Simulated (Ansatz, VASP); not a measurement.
# One calculation of CoSi2, two programs

```
Co Si
1.0
     0.00000    2.61340    2.74407
     2.61340    0.00000    2.74407
     2.61340    2.61340    0.00000
Co Si
1 2
Direct
  0.00000 0.00000 0.00000
  0.25000 0.25000 0.25000
  0.75000 0.75000 0.75000
```

Alike in both runs: task single point; functional PBEsol; k mesh 18 × 18 × 18; occupations gaussian, width 0.15 eV; no spin polarisation.

```csv
,VASP,Ansatz
version,VASP 6.6.1,Ansatz 0.2.0
potentials or method,"VASP PAW PBE potentials, release 64 (Co, Si), cutoff 520 eV","scalar-relativistic, plane waves, PAW"
valence electrons in the cell,17,25
```

```csv
,VASP,Ansatz,Ansatz less VASP
gap on the k mesh at the Fermi level (eV),none,none,-
pressure (GPa),0.2,0.1,-0.10
"traceless stress, the component that is largest in VASP (GPa)",-3.08,-3.07,+0.009
```

VASP's potentials were made for PBE, not for PBEsol. A gap of «none» marks a metal or a gap that the smearing closes. With one functional, cell and mesh, what is left measures potentials, basis and numerics. VASP's potentials hold 17 valence electrons a cell and Ansatz's 25, so a difference there can come from the potentials and not from the codes.
